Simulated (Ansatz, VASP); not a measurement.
**B: VASP beside Ansatz**

Contents of INCAR:

```
PREC = Accurate ; ENCUT = 600
EDIFF = 1E-6 ; ISMEAR = 0
SIGMA = 0.1 ; LREAL = F
LASPH = T ; NELM = 80
ALGO = Normal ; ISIF = 3
LWAVE = F ; LCHARG = F
GGA = PE ; IBRION = 2
NSW = 90 ; EDIFFG = -0.04
```

KPOINTS

```
regular mesh
0
Gamma
  12 12 4
```

The input POSCAR:

```
B
1.0
    1.8749453302      0.0000000000      0.0000000000
   -0.9374726651      1.6237502866      0.0000000000
    0.0000000000      0.0000000000      5.6416784472
B
2
Direct
    0.0000000000      0.0000000000      0.1552036276
    0.0000000000      0.0000000000      0.8447963724
```

Input for Ansatz:

```yaml
crystal:
  lattice:
    - [1.8749453302, 0.0, 0.0]
    - [-0.9374726651, 1.6237502866, 0.0]
    - [0.0, 0.0, 5.6416784472]
  atoms:
    - { symbol: B, position: [0.0, 0.0, 0.1552036276] }
    - { symbol: B, position: [0.0, 0.0, 0.8447963724] }
basis:
  ecutwfc: 420
kpoints:
  mp_grid: { grid: [12, 12, 4] }
hamiltonian:
  xc: pbe
scf:
  occupations: { method: gaussian, width: 0.1 }
  lower_state_search: "off"
output:
  forces: true
  stress: true
  eigenvalues: true
relax:
  adjacent_minimum: "off"
  f_tol: 0.04
  max_steps: 70
  cell: { stress_tol: 0.4 }
```

Alike in both runs: task relaxation of cell and atoms; functional PBE; k mesh 12 × 12 × 4; occupations gaussian, width 0.1 eV; no spin polarisation.

|  | VASP | Ansatz |
| --- | --- | --- |
| version | VASP 6.6.1 | Ansatz 0.2.0 |
| potentials or method | VASP PAW PBE potentials, release 64 (B), cutoff 600 eV | scalar-relativistic, plane waves, PAW |
| valence electrons in the cell | 6 | 6 |

|  | VASP | Ansatz | Ansatz less VASP |
| --- | --- | --- | --- |
| gap on the k mesh at the Fermi level, each at its own relaxed structure (eV) | none | none | - |
| relaxed volume (Å³/atom) | 8.45 | 8.16 | -0.295 |
| relaxed cell length with the largest relative difference (Å) | 5.731 | 5.523 | -0.2085 |

A gap of «none» marks a metal or a gap that the smearing closes.
